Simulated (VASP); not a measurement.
A run of VASP 6.6.1 is set up as follows.

The input INCAR:

```
SYSTEM = La2Hf3C
PREC     = Accurate       ! precision mode
ENCUT    = 520            ! plane-wave cutoff, eV
EDIFF    = 1E-6           ! SCF threshold, eV
ISMEAR   = 0              ! smearing method
SIGMA    = 0.1            ! smearing width, eV
LREAL    = .FALSE.        ! projectors in reciprocal space
LASPH    = .TRUE.         ! aspherical terms in the spheres
NELM     = 100            ! most SCF steps
ALGO     = Fast           ! electronic algorithm
ISIF     = 2              ! what is computed and relaxed
LWAVE    = .FALSE.        ! write WAVECAR
LCHARG   = .FALSE.        ! write CHGCAR
GGA      = PE             ! functional
NBANDS   = 37             ! bands
```

File KPOINTS:

```
Automatic mesh
0
G
  6 6 6
  0 0 0
```

Contents of POSCAR:

```
La2Hf3C
1.0
    3.1263898931      1.8050220478      3.9441307307
   -3.1263898931      1.8050220478      3.9441307307
    0.0000000000     -3.6100440914      3.9441307326
La Hf C
2 3 1
Direct
    0.3799711140      0.3799711140      0.3799711140
    0.6200288860      0.6200288860      0.6200288860
    0.0000000000      0.0000000000      0.5000000000
    0.5000000000      0.0000000000      0.0000000000
    0.0000000000      0.5000000000      0.0000000000
    0.0000000000      0.0000000000      0.0000000000
```

Potentials or basis: VASP PAW PBE potentials, release 64 (La, Hf_pv, C).

Command:

```bash
$ cat potpaw_PBE.64/La/POTCAR potpaw_PBE.64/Hf_pv/POTCAR potpaw_PBE.64/C/POTCAR > POTCAR
$ mpirun -np 1 vasp_std > vasp.out
```

(1) Estimate the band gap on the k mesh.

(2) Estimate the pressure.

Answers

(1) zero (bands 28 and 29 overlap by 0.74 eV).

(2) -0.3 GPa.

Caveat: spin-orbit coupling is left out, which moves the levels of the heavy elements.
